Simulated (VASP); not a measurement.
## GaCo: single point with PBEsol

The system is GaCo.

```
Ga Co
1.0
     2.80417    0.00000    0.00000
     0.00000    2.80417    0.00000
     0.00000    0.00000    2.80417
Ga Co
1 1
Direct
  0.50000 0.50000 0.50000
  0.00000 0.00000 0.00000
```

```json
{"Program": "VASP 6.6.1", "Task": "single point", "Functional": "PBEsol", "Potentials or basis": "VASP PAW PBE potentials, release 64 (Ga_d, Co)", "Cutoff": "520 eV", "k mesh": "8 × 8 × 8", "Occupations": "fermi-dirac, width 0.1 eV", "Spin": "collinear spin, ferromagnetic start", "Starting moments": "[0.0, 2.5] μB"}
```

```json
{"Pressure": "8.8 GPa", "Band gap on the k mesh": "zero (filled and empty bands overlap)", "Net moment": "0.00 μB per cell", "Valence electrons inside the program's atomic spheres": "Ga 11.92; Co 8.51"}
```

Levels at points of the mesh, in eV from the Fermi level:
Spin up:
| k point | band 9 | band 10 | band 11 | band 12 | band 13 | band 14 |
| --- | --- | --- | --- | --- | --- | --- |
| (0.00, 0.00, 0.00) | -0.79 | -0.79 | -0.79 | 5.45 | 5.45 | 5.45 |
| (0.50, 0.00, 0.00) | -1.94 | -1.94 | -0.79 | 0.13 | 11.39 | 11.39 |
| (0.50, 0.50, 0.00) | -2.71 | -1.33 | -1.33 | -0.26 | 2.68 | 3.51 |
| (0.50, 0.50, 0.50) | -0.22 | -0.22 | 1.14 | 4.00 | 4.00 | 4.00 |
Spin down:
| k point | band 8 | band 9 | band 10 | band 11 | band 12 | band 13 | band 14 | band 15 |
| --- | --- | --- | --- | --- | --- | --- | --- | --- |
| (0.00, 0.00, 0.00) | -2.85 | -0.79 | -0.79 | -0.79 | 5.45 | 5.45 | 5.45 | 11.60 |
| (0.50, 0.00, 0.00) | -2.63 | -1.94 | -1.94 | -0.79 | 0.13 | 11.39 | 11.39 | 12.01 |
| (0.50, 0.50, 0.00) | -3.42 | -2.71 | -1.33 | -1.33 | -0.26 | 2.68 | 3.51 | 12.31 |
| (0.50, 0.50, 0.50) | -4.53 | -0.22 | -0.22 | 1.14 | 4.00 | 4.00 | 4.00 | 5.16 |

It took 42 s on 1 thread of Intel(R) Xeon(R) Platinum 8259CL CPU @ 2.50GHz (Skylake/Cascade Lake), on a shared host, peak memory 0.16 GiB.

Caveat: the starting moments collapsed, and a magnetic state may lie lower; the PAW data sets were made with another functional, which shifts forces and pressure a little.
